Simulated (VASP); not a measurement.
The system is Sn3Te.

```
CELL_PARAMETERS angstrom
4.86562 0.00000 0.00000
0.00000 4.86562 0.00000
0.00000 0.00000 4.86562
ATOMIC_POSITIONS crystal
Sn 0.50000 0.50000 0.00000
Sn 0.50000 0.00000 0.50000
Sn 0.00000 0.50000 0.50000
Te 0.00000 0.00000 0.00000
```

Base run:

| Item | Value |
| --- | --- |
| Program | VASP 6.6.1 |
| Functional | PBE |
| Dispersion | D3(BJ) |
| Potentials or basis | VASP PAW PBE potentials, release 64 (Sn_d, Te) |
| Cutoff | 520 eV |
| k mesh | 4 × 4 × 4 |
| Occupations | gaussian, width 0.1 eV |
| Spin | no spin polarisation |

Its results: band gap on the k mesh zero (band 24 reaches 10.50 eV, above the bottom of band 25 at 7.30 eV); pressure -2.3 GPa.

Problem. The run is repeated on the same cell with these changes: dispersion from D3(BJ) to none. What comes out?

Solution. Band gap on the k mesh zero (band 24 reaches 10.50 eV, above the bottom of band 25 at 7.30 eV); pressure -0.1 GPa.

Dispersion adds attraction, which lowers the pressure at fixed volume and, as a term added to the energy, leaves the levels alone.

Caveats: spin-orbit coupling is left out, which moves the levels of the heavy elements; pairwise dispersion overbinds metals, which lowers pressure and volume (some runs).
